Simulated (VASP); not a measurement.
# Te2Mo in VASP: notebook

Te2Mo is run at these levels: PBE; tasks: single point.

Program: VASP 6.6.1. These are calculated values, not measurements. Logs are shortened: lines on timing, memory, paths and dates and some standing lists are left out, and cuts for length are marked.

## (1) The cell of the first run

The cell holds a slab with vacuum, 6 atoms: a = 3.555 Å, b = 3.555 Å, c = 35.037 Å, α = 90.00°, β = 90.00°, γ = 120.00°.

## (2) Single point, PBE (atoms displaced along several vibrational modes)

INCAR

```
ALGO     = Normal         # electronic algorithm
EDIFF    = 1E-6           # SCF threshold, eV
ENCUT    = 520            # plane-wave cutoff, eV
GGA      = PE             # functional
ISIF     = 2              # what is computed and relaxed
ISMEAR   = 0              # smearing method
LASPH    = True           # aspherical terms in the spheres
LCHARG   = False          # write CHGCAR
LREAL    = False          # projectors in reciprocal space
LWAVE    = False          # write WAVECAR
NBANDS   = 35             # bands
NELM     = 100            # most SCF steps
PREC     = Accurate       # precision mode
SIGMA    = 0.05           # smearing width, eV
```

KPOINTS

```
k-points
0
Gamma
  9 9 1
```

POSCAR

```
Te2Mo
1.0
    3.5549909197      0.0000000000      0.0000000000
   -1.7774954599      3.0787124467      0.0000000000
    0.0000000000      0.0000000000     35.0365360304
Te Mo
4 2
Direct
    0.3333333333      0.6666666667      0.4507389091
    0.3219971581      0.6666666667      0.9483984951
    0.3446695086      0.6666666667      0.0516015049
    0.3333333333      0.6666666667      0.5492610909
    0.0000000000      0.0000000000      0.0000000000
    0.0000000000      0.0000000000      0.5000000000
```

Potentials or basis: VASP PAW PBE potentials, release 64 (Te, Mo_sv).

Run with:

```bash
$ cat potpaw_PBE.64/Te/POTCAR potpaw_PBE.64/Mo_sv/POTCAR > POTCAR
$ mpirun -np 1 vasp_std > vasp.out
```

OUTCAR:

```text
EDIFF = 1E-6
   ENCUT = 520
   GGA = PE
   ISIF = 2
   ISMEAR = 0
   LASPH = True
   LREAL = False
   NELM = 100
   PREC = Accurate

 ion  position               nearest neighbor table
   1  0.333  0.667  0.451-   6 2.68   6 2.68   6 2.68   4 3.45
   2  0.322  0.667  0.948-   5 2.71   5 2.74   5 2.76   3 3.62
   3  0.345  0.667  0.052-   5 2.71   5 2.74   5 2.76   2 3.62
   4  0.333  0.667  0.549-   6 2.68   6 2.68   6 2.68   1 3.45
   5  0.000  0.000  0.000-   3 2.71   2 2.71   3 2.74   2 2.74   2 2.76   3 2.76
   6  0.000  0.000  0.500-   1 2.68   4 2.68   1 2.68   4 2.68   1 2.68   4 2.68

  LATTYP: Found a hexagonal cell.
 ALAT       =     3.5549909197
 C/A-ratio  =     9.8555908642

  Lattice vectors:

 A1 = (   3.5549909197,   0.0000000000,   0.0000000000)
 A2 = (  -1.7774954599,   3.0787124467,   0.0000000000)
 A3 = (   0.0000000000,   0.0000000000,  35.0365360304)

Analysis of symmetry for initial positions (statically):
=====================================================================
 Subroutine PRICEL returns:
 Original cell was already a primitive cell.

 Routine SETGRP: Setting up the symmetry group for a
 hexagonal supercell.

 Subroutine GETGRP returns: Found  2 space group operations
 (whereof  2 operations were pure point group operations)
 out of a pool of 24 trial point group operations.

The static configuration has the point symmetry C_2 .

Analysis of symmetry for dynamics (positions and initial velocities):
=====================================================================
 Subroutine PRICEL returns:
 Original cell was already a primitive cell.

 Routine SETGRP: Setting up the symmetry group for a
 hexagonal supercell.

 Subroutine GETGRP returns: Found  2 space group operations
 (whereof  2 operations were pure point group operations)
 out of a pool of 24 trial point group operations.

The dynamic configuration has the point symmetry C_2 .

 Subroutine INISYM returns: Found  2 space group operations
 (whereof  2 operations are pure point group operations),
 and found     1 'primitive' translations

----------------------------------------------------------------------------------------

                                     Primitive cell

  volume of cell :     383.4677

  direct lattice vectors                    reciprocal lattice vectors
     3.554990920  0.000000000  0.000000000     0.281294671  0.162405554  0.000000000
[... 94 lines left out ...]
   LREAL  =      F    real-space projection
   EDIFFG = 0.1E-04   stopping-criterion for IOM
   NSW    =      0    number of steps for IOM
   IBRION =     -1    ionic relax: 0-MD 1-quasi-New 2-CG
   NFREE  =      0    steps in history (QN), initial steepest desc. (CG)
   ISIF   =      2    stress and relaxation
   ISYM   =      2    0-nonsym 1-usesym 2-fastsym
   POTIM  = 0.5000    time-step for ionic-motion
   TEBEG  =    0.0;   TEEND  =   0.0 temperature during run
   PSTRESS=    0.0 pullay stress
   NELECT =      52.0000    total number of electrons
   NUPDOWN=      -1.0000    fix difference up-down
   EMIN   =  10.00;   EMAX   =-10.00  energy-range for DOS
   EFERMI =   0.00;   METHOD = LEGACY
   ISMEAR =     0;   SIGMA  =   0.05  broadening in eV -4-tet -1-fermi 0-gaus
   EFERMI_NEDOS =   21; number of points for ismear=-14 and -15
   IALGO  =     38    algorithm
   IMIX   =      4    mixing-type and parameters
     AMIX     =   0.40;   BMIX     =  1.00
     AMIX_MAG =   1.60;   BMIX_MAG =  1.00
  volume/ion in A,a.u.               =      63.91       431.29
  Fermi-wavevector in a.u.,A,eV,Ry     =   0.841072  1.589395  9.624783  0.707402
  Thomas-Fermi vector in A             =   1.955557
   LORBIT       =      0    0 simple, 1 ext, 2 COOP (PROOUT), +10 PAW based schemes
   GGA     = PE    functional components
   LHFCALC =     F    Hartree Fock is set to
   AEXX    =    0.0000 exact exchange contribution
   IVDW    =     0    specifies the selected vdW correction
   LEPSILON=     F    determine dielectric tensor
   LRPA    =     F    only Hartree local field effects (RPA)
 non-spin polarized calculation
 Gauss-broadening in eV      SIGMA  =   0.05
  energy-cutoff  :      520.00
  volume of cell :      383.47
 maximum number of plane-waves:     10463
   NGX = 13   NGY = 13   NGZ =131

 number of electron      51.9999990 magnetization

 Free energy of the ion-electron system (eV)
  ---------------------------------------------------
  ext. energy  EPLUGINS =         0.00000000
  ---------------------------------------------------
  free energy    TOTEN  =       -35.94099322 eV

  energy without entropy =      -35.94099322  energy(sigma->0) =      -35.94099322

 E-fermi :   0.5576     XC(G=0):  -4.7286

 val. band max:        0.1668315204   @ k =   0.3333   0.3333   0.0000
 cond. band min:       0.9561260717   @ k =   0.3333   0.3333   0.0000
 fundamental gap:      0.7892945513
 Fermi energy:         0.5576430834

 k-point     1 :       0.0000    0.0000    0.0000
  band No.  band energies     occupation
      1     -60.5771      2.00000
      2     -60.5234      2.00000
      3     -34.7325      2.00000
      4     -34.6697      2.00000
      5     -34.6604      2.00000
      6     -34.6604      2.00000
[... 901 lines left out ...]
     34       4.0667      0.00000
     35       4.9610      0.00000

 [... further k-points ...]

------------------------ aborting loop because EDIFF is reached ----------------------------------------

  FORCE on cell =-STRESS in cart. coord.  units (eV):
  Direction    XX          YY          ZZ          XY          YZ          ZX
  --------------------------------------------------------------------------------------
  -------------------------------------------------------------------------------------
  Total        1.6139038      1.6142979      4.3407309     -0.0000000      0.0000000     -0.8893841
  in kB        6.7430974      6.7447442     18.1361317     -0.0000000      0.0000000     -3.7159612
  external PRESSURE =      10.5413244 kB  Pullay stress =       0.0000000 kB

 VOLUME and BASIS-vectors are now :
 -----------------------------------------------------------------------------
  energy-cutoff  :      520.00
  volume of cell :      383.47
      direct lattice vectors                 reciprocal lattice vectors
     3.554990920  0.000000000  0.000000000     0.281294671  0.162405554  0.000000000
    -1.777495460  3.078712447  0.000000000     0.000000000  0.324811108  0.000000000
     0.000000000  0.000000000 35.036536030     0.000000000  0.000000000  0.028541634

 POSITION                                       TOTAL-FORCE (eV/Angst)
 -----------------------------------------------------------------------------------
     -0.00000      2.05247     15.79233         0.000015      0.000008     -1.237144
     -0.04030      2.05247     33.22860         0.245961     -0.007958     -0.025581
      0.04030      2.05247      1.80794        -0.245961     -0.007958      0.025581
     -0.00000      2.05247     19.24421        -0.000015      0.000008      1.237144
      0.00000      0.00000      0.00000        -0.000000      0.015891      0.000000
      0.00000      0.00000     17.51827        -0.000000      0.000009      0.000000
 -----------------------------------------------------------------------------------
    total drift:                                0.000000     -0.000051     -0.000000

  FREE ENERGIE OF THE ION-ELECTRON SYSTEM (eV)
  ---------------------------------------------------
  free  energy   TOTEN  =       -35.9409932241 eV

  energy  without entropy=      -35.9409932241  energy(sigma->0) =      -35.94099322
```

OSZICAR:

```text
N       E                     dE             d eps       ncg     rms          rms(c)
DAV:   1     0.380976673267E+03    0.38098E+03   -0.23058E+04  2166   0.118E+03
DAV:   2    -0.782314521635E+01   -0.38880E+03   -0.37708E+03  2314   0.271E+02
DAV:   3    -0.362725118501E+02   -0.28449E+02   -0.28048E+02  2265   0.633E+01
[... 16 lines left out ...]
DAV:  20    -0.359409494420E+02   -0.36130E-04   -0.87699E-07  1424   0.427E-03    0.482E-03
DAV:  21    -0.359409829802E+02   -0.33538E-04   -0.77808E-07  1457   0.196E-03    0.352E-03
DAV:  22    -0.359409902486E+02   -0.72684E-05   -0.22729E-07  1283   0.177E-03    0.746E-04
DAV:  23    -0.359409930260E+02   -0.27774E-05   -0.19927E-07  1232   0.136E-03    0.119E-03
DAV:  24    -0.359409932241E+02   -0.19810E-06   -0.25723E-08  1123   0.559E-04
   1 F= -.35940993E+02 E0= -.35940993E+02  d E =-.222489E-29
```

Run time: 12 min. Hardware: 1 thread of Oxide Virtual Turin-like, shared host; peak memory 0.64 GiB.

Results:

```yaml
Free_energy: -35.9410 eV
Largest_force: 1.237 eV/Å
Band_gap_on_the_k_mesh: 0.79 eV
```

Forces in eV/Å, atoms in the order of the input:
```
Te   0.000  0.000 -1.237
Te   0.246 -0.008 -0.026
Te  -0.246 -0.008  0.026
Te   0.000  0.000  1.237
Mo   0.000  0.016  0.000
Mo   0.000  0.000  0.000
```

Levels at points of the mesh, in eV from the valence-band top:
```
           k point  band 23  band 24  band 25  band 26  band 27  band 28  band 29  band 30
(0.00, 0.00, 0.00)    -0.88    -0.87    -0.44    -0.38     3.01     3.01     3.04     3.04
```

Caveat: the cell differs from its parent crystal (atoms displaced along several vibrational modes); there is no dipole correction, which matters where the two faces differ; semilocal functionals underestimate gaps, and a narrow one can read as zero; spin-orbit coupling is left out, which moves the levels of the heavy elements.

## (3) Single point, PBE (atoms displaced along several vibrational modes)

INCAR

```
SYSTEM = Te2Mo
PREC = Accurate
ENCUT = 520
EDIFF = 1E-6
ISMEAR = 0
SIGMA = 0.05
LREAL = .FALSE.
LASPH = .TRUE.
NELM = 80
ALGO = Normal
ISIF = 2
LWAVE = .FALSE.
LCHARG = .FALSE.
GGA = PE
NBANDS = 35
```

KPOINTS

```
Automatic mesh
0
G
  9 9 1
  0 0 0
```

Changes to POSCAR since step 2:

```diff
@@ -9,4 +9,4 @@
     0.3333333333      0.6666666667      0.4507389091
-    0.3219971581      0.6666666667      0.9483984951
-    0.3446695086      0.6666666667      0.0516015049
+    0.2992966782      0.6666666667      0.9483984951
+    0.3673699885      0.6666666667      0.0516015049
     0.3333333333      0.6666666667      0.5492610909
```

Potentials or basis: VASP PAW PBE potentials, release 64 (Te, Mo_sv).

Run with:

```bash
$ cat potpaw_PBE.64/Te/POTCAR potpaw_PBE.64/Mo_sv/POTCAR > POTCAR
$ mpirun -np 1 vasp_std > vasp.out
```

OUTCAR:

```text
SYSTEM = Te2Mo
   PREC = Accurate
   ENCUT = 520
   EDIFF = 1E-6
   ISMEAR = 0
   LREAL = .FALSE.
   LASPH = .TRUE.
   NELM = 80
   ISIF = 2
   GGA = PE

 ion  position               nearest neighbor table
   1  0.333  0.667  0.451-   6 2.68   6 2.68   6 2.68   4 3.45
   2  0.299  0.667  0.948-   5 2.66   5 2.74   5 2.82   3 3.62
   3  0.367  0.667  0.052-   5 2.66   5 2.74   5 2.82   2 3.62
   4  0.333  0.667  0.549-   6 2.68   6 2.68   6 2.68   1 3.45
   5  0.000  0.000  0.000-   3 2.66   2 2.66   3 2.74   2 2.74   2 2.82   3 2.82
   6  0.000  0.000  0.500-   1 2.68   4 2.68   1 2.68   4 2.68   1 2.68   4 2.68

  LATTYP: Found a hexagonal cell.
 ALAT       =     3.5549909197
 C/A-ratio  =     9.8555908642

  Lattice vectors:

 A1 = (   3.5549909197,   0.0000000000,   0.0000000000)
 A2 = (  -1.7774954599,   3.0787124467,   0.0000000000)
 A3 = (   0.0000000000,   0.0000000000,  35.0365360304)

Analysis of symmetry for initial positions (statically):
=====================================================================
 Subroutine PRICEL returns:
[... 181 lines left out ...]
 cond. band min:       0.9565957674   @ k =   0.3333   0.3333   0.0000
 fundamental gap:      0.7820094743
 Fermi energy:         0.5596825200

 k-point     1 :       0.0000    0.0000    0.0000
  band No.  band energies     occupation
      1     -60.5767      2.00000
      2     -60.5203      2.00000
      3     -34.7320      2.00000
      4     -34.6709      2.00000
      5     -34.6599      2.00000
      6     -34.6599      2.00000
[... 901 lines left out ...]
     34       4.0672      0.00000
     35       5.0172      0.00000

 [... further k-points ...]

------------------------ aborting loop because EDIFF is reached ----------------------------------------

  FORCE on cell =-STRESS in cart. coord.  units (eV):
  Direction    XX          YY          ZZ          XY          YZ          ZX
  --------------------------------------------------------------------------------------
  -------------------------------------------------------------------------------------
  Total        1.7044763      1.7088237      4.7063492     -0.0000000      0.0000000     -2.6651258
  in kB        7.1215210      7.1396852     19.6637320     -0.0000000      0.0000000    -11.1352380
  external PRESSURE =      11.3083127 kB  Pullay stress =       0.0000000 kB

 VOLUME and BASIS-vectors are now :
 -----------------------------------------------------------------------------
  energy-cutoff  :      520.00
  volume of cell :      383.47
      direct lattice vectors                 reciprocal lattice vectors
     3.554990920  0.000000000  0.000000000     0.281294671  0.162405554  0.000000000
    -1.777495460  3.078712447  0.000000000     0.000000000  0.324811108  0.000000000
     0.000000000  0.000000000 35.036536030     0.000000000  0.000000000  0.028541634

 POSITION                                       TOTAL-FORCE (eV/Angst)
 -----------------------------------------------------------------------------------
     -0.00000      2.05247     15.79233         0.000045      0.000002     -1.237149
     -0.12100      2.05247     33.22860         0.737014     -0.071491     -0.126693
      0.12100      2.05247      1.80794        -0.737014     -0.071491      0.126693
     -0.00000      2.05247     19.24421        -0.000045      0.000002      1.237149
      0.00000      0.00000      0.00000        -0.000000      0.142974      0.000000
      0.00000      0.00000     17.51827        -0.000000      0.000002      0.000000
 -----------------------------------------------------------------------------------
    total drift:                                0.000000     -0.000014     -0.000000

  FREE ENERGIE OF THE ION-ELECTRON SYSTEM (eV)
  ---------------------------------------------------
  free  energy   TOTEN  =       -35.8616200048 eV

  energy  without entropy=      -35.8616200048  energy(sigma->0) =      -35.86162000
```

OSZICAR:

```text
N       E                     dE             d eps       ncg     rms          rms(c)
DAV:   1     0.381083902634E+03    0.38108E+03   -0.23060E+04  2166   0.118E+03
DAV:   2    -0.764190316884E+01   -0.38873E+03   -0.37689E+03  2312   0.271E+02
DAV:   3    -0.361903215334E+02   -0.28548E+02   -0.28114E+02  2281   0.634E+01
[... 16 lines left out ...]
DAV:  20    -0.358615822719E+02   -0.35711E-04   -0.77139E-07  1429   0.353E-03    0.528E-03
DAV:  21    -0.358616117825E+02   -0.29511E-04   -0.70587E-07  1474   0.198E-03    0.311E-03
DAV:  22    -0.358616175114E+02   -0.57289E-05   -0.24557E-07  1272   0.201E-03    0.511E-04
DAV:  23    -0.358616198394E+02   -0.23280E-05   -0.13959E-07  1197   0.957E-04    0.991E-04
DAV:  24    -0.358616200048E+02   -0.16539E-06   -0.18518E-08  1106   0.433E-04
   1 F= -.35861620E+02 E0= -.35861620E+02  d E =-.123422E-28
```

Wall time 12 min (1 thread of Oxide Virtual Turin-like, shared host); peak memory 0.62 GiB.

Results:

```
Free energy            : -35.8616 eV
Largest force          : 1.237 eV/Å
Band gap on the k mesh : 0.78 eV
```

Forces in eV/Å, atoms in the order of the input:
```
Te   0.000  0.000 -1.237
Te   0.737 -0.071 -0.127
Te  -0.737 -0.071  0.127
Te   0.000  0.000  1.237
Mo   0.000  0.143  0.000
Mo   0.000  0.000  0.000
```

Levels at points of the mesh, in eV from the valence-band top:
| k point | band 22 | band 23 | band 24 | band 25 | band 26 | band 27 | band 28 | band 29 | band 30 | band 31 |
| --- | --- | --- | --- | --- | --- | --- | --- | --- | --- | --- |
| (0.00, 0.00, 0.00) | -1.20 | -0.94 | -0.88 | -0.41 | -0.39 | 2.97 | 2.99 | 3.01 | 3.01 | 3.34 |

Caveat: the cell differs from its parent crystal (atoms displaced along several vibrational modes); there is no dipole correction, which matters where the two faces differ; semilocal functionals underestimate gaps, and a narrow one can read as zero; spin-orbit coupling is left out, which moves the levels of the heavy elements.
